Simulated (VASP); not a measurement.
Set up this calculation in VASP 6.6.1, as the native input.

| Quantity | Value |
| --- | --- |
| Task | single point |
| Functional | PBEsol |
| Potentials or basis | VASP PAW PBE potentials, release 64 (Ta_pv) |
| Cutoff | 500 eV |
| k mesh | 6 × 6 × 6 |
| Occupations | gaussian, width 0.1 eV |
| Spin | no spin polarisation |
| Dipole correction | no |
| Further INCAR settings | ALGO = Normal; EDIFF = 1e-06; NBANDS = 12 |

The structure of Ta lies in POSCAR:

```
Ta
1.0
    0.0000000000      2.0877944925      2.0877944925
    2.0877944925      0.0000000000      2.0877944925
    2.0877944925      2.0877944925      0.0000000000
Ta
1
Direct
    0.0000000000      0.0000000000      0.0000000000
```

One way to write it, as run:

INCAR

```
SYSTEM = Ta
ALGO = Normal
EDIFF = 1E-6
ENCUT = 500
GGA = PS
GGA_COMPAT = .False.
ISIF = 2
ISMEAR = 0
LASPH = .True.
LCHARG = .True.
LELF = .True.
LREAL = .False.
LVHAR = .True.
LWAVE = .False.
NBANDS = 12
NELM = 120
PREC = Accurate
SIGMA = 0.1
```

KPOINTS

```
k-points
0
Gamma
  6 6 6
  0 0 0
```

Potentials or basis: VASP PAW PBE potentials, release 64 (Ta_pv).

Command:

```bash
$ cat potpaw_PBE.64/Ta_pv/POTCAR > POTCAR
$ mpirun -np 1 vasp_std > vasp.out
```

Results of the run:

```yaml
Pressure: 0.5 GPa
```

Caveat: the k points lie up to 0.43 Å⁻¹ apart; the PAW data sets were made with another functional, which shifts forces and pressure a little.

It took 4.7 s on 1 thread of AMD EPYC 7R13 Processor (Zen 3) (shared host), peak memory 0.11 GiB.
